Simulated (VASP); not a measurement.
A run of VASP 6.6.1 is set up as follows.

Contents of INCAR:

```
SYSTEM = TaOF3
ALGO = Normal
EDIFF = 1E-6
ENCUT = 520
GGA = PE
GGA_COMPAT = .FALSE.
ISIF = 2
ISMEAR = 0
LASPH = .TRUE.
LCHARG = .FALSE.
LMAXMIX = 4
LORBIT = 11
LORBMOM = .TRUE.
LREAL = .FALSE.
LSORBIT = .TRUE.
LWAVE = .FALSE.
MAGMOM = 0 0 0 0 0 0 0 0 0 0 0 0 0 0 0
NBANDS = 53
NELM = 150
PREC = Accurate
SIGMA = 0.01
```

KPOINTS

```
k-points
0
G
  1 1 1
  0 0 0
```

File POSCAR:

```
TaOF3
1.0
   11.8700000000      0.0000000000      0.0000000000
    0.0000000000     12.1100000000      0.0000000000
    0.0000000000      0.0000000000     11.2100000000
Ta O F
1 1 3
Direct
    0.5033614200      0.4999289800      0.5051231000
    0.6212165100      0.4999289800      0.4161222100
    0.5125518100      0.6282634200      0.5984870700
    0.3791069900      0.4999289800      0.4014273000
    0.5125518100      0.3715937200      0.5984870700
```

Potentials or basis: VASP PAW PBE potentials, release 64 (Ta_pv, O, F).

The run is started by

```bash
$ cat potpaw_PBE.64/Ta_pv/POTCAR potpaw_PBE.64/O/POTCAR potpaw_PBE.64/F/POTCAR > POTCAR
$ mpirun -np 1 vasp_ncl > vasp.out
```

Question: Estimate the net moment.

Answer: 0.00 μB per cell.

Question: What does it give for the largest force?

Answer: 0.564 eV/Å.

Moments on the atoms (μB; x, y, z):
```
Ta  0.00 0.00 0.00
O   0.00 0.00 0.00
F   0.00 0.00 0.00
F   0.00 0.00 0.00
F   0.00 0.00 0.00
```
